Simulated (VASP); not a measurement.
Set up this calculation in VASP 6.6.1, as the native input.

| Property | Result |
| --- | --- |
| Task | single point |
| Functional | PBE |
| Potentials or basis | VASP PAW PBE potentials, release 64 (Be, Zn, N) |
| Cutoff | 520 eV |
| k mesh | 10 × 10 × 10 |
| Occupations | gaussian, width 0.1 eV |
| Spin | no spin polarisation |
| Dipole correction | no |
| Further INCAR settings | ALGO = Normal; EDIFF = 1e-07; NBANDS = 21 |

The structure of Be2ZnN2 lies in POSCAR:

```
Be2ZnN2
1.0
   -1.3670624257      1.3670624257      5.7317981803
    1.3670624257     -1.3670624257      5.7317981803
    1.3670624257      1.3670624257     -5.7317981803
Be Zn N
2 1 2
Direct
    0.3100423923      0.3100423923      0.0000000000
    0.6899576077      0.6899576077      0.0000000000
    0.0000000000      0.0000000000      0.0000000000
    0.1606544795      0.1606544795      0.0000000000
    0.8393455205      0.8393455205      0.0000000000
```

These files were run (other wordings do the same):

INCAR

```
SYSTEM = Be2ZnN2
PREC = Accurate
ENCUT = 520
EDIFF = 1E-7
ISMEAR = 0
SIGMA = 0.1
LREAL = .FALSE.
LASPH = .TRUE.
NELM = 100
ALGO = Normal
ISIF = 2
LWAVE = .FALSE.
LCHARG = .TRUE.
GGA = PE
LELF = .TRUE.
LVHAR = .TRUE.
NBANDS = 21
```

KPOINTS

```
regular mesh
0
G
  10 10 10
  0 0 0
```

Potentials or basis: VASP PAW PBE potentials, release 64 (Be, Zn, N).

Command:

```console
$ cat potpaw_PBE.64/Be/POTCAR potpaw_PBE.64/Zn/POTCAR potpaw_PBE.64/N/POTCAR > POTCAR
$ mpirun -np 1 vasp_std > vasp.out
```

It gave:

```yaml
Pressure: 0.9 GPa
Largest_force: 0.094 eV/Å
Band_gap_on_the_k_mesh: zero (band 13 reaches 5.86 eV, above the bottom of band 14 at 5.54 eV)
```

It took 2.4 min on 1 thread of Intel(R) Xeon(R) 6975P-C (Granite Rapids), with other jobs on the host, peak memory 0.37 GiB.
